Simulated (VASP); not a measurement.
A run of VASP 6.6.1:

File INCAR:

```
SYSTEM = P
  ALGO = Normal
  EDIFF = 1E-7
  ENCUT = 520
  GGA = PE
  ISIF = 2
  ISMEAR = 0
  LASPH = .TRUE.
  LCHARG = .TRUE.
  LELF = .TRUE.
  LREAL = .FALSE.
  LVHAR = .TRUE.
  LWAVE = .FALSE.
  NBANDS = 12
  NELM = 100
  PREC = Accurate
  SIGMA = 0.02
```

Contents of KPOINTS:

```
k-points
0
G
  9 9 9
  0 0 0
```

POSCAR

```
P
1.0
    1.7257251780      0.9963478961      3.1296800121
   -1.7257251780      0.9963478961      3.1296800121
    0.0000000000     -1.9926957921      3.1296800121
P
2
Direct
    0.7729197500      0.7729197500      0.7729197500
    0.2270802500      0.2270802500      0.2270802500
```

Potentials or basis: VASP PAW PBE potentials, release 64 (P).

The run is started by

```sh
$ cat potpaw_PBE.64/P/POTCAR > POTCAR
$ mpirun -np 1 vasp_std > vasp.out
```

Hardware: 1 thread of Intel Xeon 6975P-C (shared host).

Question: How long does it take, and how much memory?

Answer: It took 52 s on 1 thread of Intel Xeon 6975P-C, with other jobs on the host, peak memory 0.16 GiB. Counts: scf iterations 13, k points 85.
